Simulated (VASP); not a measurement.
Here is a VASP 6.6.1 calculation.

INCAR

```
ALGO = Normal
EDIFF = 1E-7
EDIFFG = -0.04
ENCUT = 600
GGA = PE
GGA_COMPAT = F
IBRION = 2
ISIF = 3
ISMEAR = 0
LASPH = T
LCHARG = F
LMAXMIX = 6
LREAL = F
LWAVE = F
NELM = 200
NELMIN = 4
NSW = 90
PREC = Accurate
SIGMA = 0.1
```

File KPOINTS:

```
k-points
0
Gamma
  3 3 6
```

POSCAR

```
Tb5C
1.0
    7.4418241160      0.0000000000      0.0000000000
   -3.7209120580      6.4448087350      0.0000000000
    0.0000000000      0.0000000000      3.6206068606
Tb C
5 1
Direct
    0.0000000000      0.2428151980      0.0000000000
    0.7571848020      0.7571848020      0.0000000000
    0.2428151980      0.0000000000      0.0000000000
    0.6666666667      0.3333333333      0.5000000000
    0.3333333333      0.6666666667      0.5000000000
    0.0000000000      0.0000000000      0.5000000000
```

Potentials or basis: VASP PAW PBE potentials, release 64 (Tb_3, C), 4f in core.

Launch:

```sh
$ cat potpaw_PBE.64/Tb_3/POTCAR potpaw_PBE.64/C/POTCAR > POTCAR
$ mpirun -np 1 vasp_std > vasp.out
```

(1) What does it give for the relaxed cell?

(2) Estimate the space group after relaxing (to 0.1 Å).

Results:

(1) a = 7.626 Å, b = 7.626 Å, c = 3.511 Å, α = 90.00°, β = 90.00°, γ = 120.00°.

(2) P-62m (No. 189).
